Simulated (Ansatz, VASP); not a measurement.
## Two plane-wave programs on TiGePd3

INCAR

```
SYSTEM = TiGePd3
ALGO = Fast
EDIFF = 1E-6
EDIFFG = -0.04
ENCUT = 600
GGA = PE
IBRION = 2
ISIF = 3
ISMEAR = 0
LASPH = .TRUE.
LCHARG = .FALSE.
LREAL = .FALSE.
LWAVE = .FALSE.
NELM = 80
NSW = 90
PREC = Accurate
SIGMA = 0.1
```

Contents of KPOINTS:

```
k-points
0
G
  4 4 4
  0 0 0
```

File POSCAR:

```
TiGePd3
1.0
    4.4002021400      0.0000000000      0.0000000000
    0.0000000000      4.4002021400      0.0000000000
    0.0000000000      0.0000000000      4.4002021400
Ti Ge Pd
1 1 3
Direct
    0.0000000000      0.0000000000      0.0000000000
    0.5000000000      0.5000000000      0.5000000000
    0.5000000000      0.0000000000      0.0000000000
    0.0000000000      0.5000000000      0.0000000000
    0.0000000000      0.0000000000      0.5000000000
```

Input for Ansatz:

```yaml
crystal:
  lattice:
    - [4.40020214, 0.0, 0.0]
    - [0.0, 4.40020214, 0.0]
    - [0.0, 0.0, 4.40020214]
  atoms:
    - { symbol: Ti, position: [0.0, 0.0, 0.0] }
    - { symbol: Ge, position: [0.5, 0.5, 0.5] }
    - { symbol: Pd, position: [0.5, 0.0, 0.0] }
    - { symbol: Pd, position: [0.0, 0.5, 0.0] }
    - { symbol: Pd, position: [0.0, 0.0, 0.5] }
basis:
  ecutwfc: 420
kpoints:
  mp_grid: { grid: [4, 4, 4] }
hamiltonian:
  xc: pbe
scf:
  occupations: { method: gaussian, width: 0.1 }
  lower_state_search: "off"
output:
  forces: true
  stress: true
  eigenvalues: true
relax:
  adjacent_minimum: "off"
  f_tol: 0.04
  max_steps: 70
  cell: { stress_tol: 0.4 }
```

Alike in both runs: task relaxation of cell and atoms; functional PBE; k mesh 4 × 4 × 4; occupations gaussian, width 0.1 eV; no spin polarisation.

|  | VASP | Ansatz |
| --- | --- | --- |
| version | VASP 6.6.1 | Ansatz 0.2.0 |
| potentials or method | VASP PAW PBE potentials, release 64 (Ti_sv, Ge_d, Pd), cutoff 600 eV | scalar-relativistic, plane waves, PAW |
| valence electrons in the cell | 56 | 80 |

Ansatz gave:

- gap on the k mesh at the Fermi level, each at its own relaxed structure (eV): none
- relaxed volume (Å³/atom): 20.56
- relaxed cell length with the largest relative difference (Å): 4.685

**Question.** Which values does VASP return?

**Answer.** gap on the k mesh at the Fermi level, each at its own relaxed structure (eV): none; relaxed volume (Å³/atom): 20.67; relaxed cell length with the largest relative difference (Å): 4.693.

A gap of «none» marks a metal or a gap that the smearing closes. VASP's potentials hold 56 valence electrons a cell and Ansatz's 80, so a difference there can come from the potentials and not from the codes.

Noted on VASP's run: the volume moved by over 15 % at a fixed basis, so the end points are rough.
